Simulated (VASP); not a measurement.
Pt:

```xyz
1
Lattice="-1.5713 1.5713 1.5713 1.5713 -1.5713 1.5713 1.5713 1.5713 -1.5713" Properties=species:S:1:pos:R:3 pbc="T T T"
Pt    0.0000    0.0000    0.0000
```

Base run:

* Program: VASP 6.6.1
* Functional: BLYP
* Dispersion: D3(BJ)
* Potentials or basis: VASP PAW PBE potentials, release 64 (Pt)
* Cutoff: 520 eV
* k mesh: 12 × 12 × 12
* Occupations: fermi-dirac, width 0.05 eV
* Spin: no spin polarisation

Its results: band gap on the k mesh zero (band 5 reaches 12.16 eV, above the bottom of band 6 at 9.91 eV); pressure 1.4 GPa.

Q: The run is repeated on the same cell with these changes: potentials or basis from VASP PAW PBE potentials, release 64 (Pt) to VASP PAW PBE potentials, release 64 (Pt_sv_GW); cutoff from 520 eV to 500 eV; further incar settings from ALGO = Normal; EDIFF = 1e-06; NBANDS = 11 to ALGO = Normal; EDIFF = 1e-06; NBANDS = 15; valence electrons from 10 to 18. What comes out?

A: Band gap on the k mesh zero (band 9 reaches 11.64 eV, above the bottom of band 10 at 9.39 eV); pressure -1.7 GPa.

Caveats: the PAW data sets were made with another functional, which shifts forces and pressure a little; spin-orbit coupling is left out, which moves the levels of the heavy elements; pairwise dispersion overbinds metals, which lowers pressure and volume.
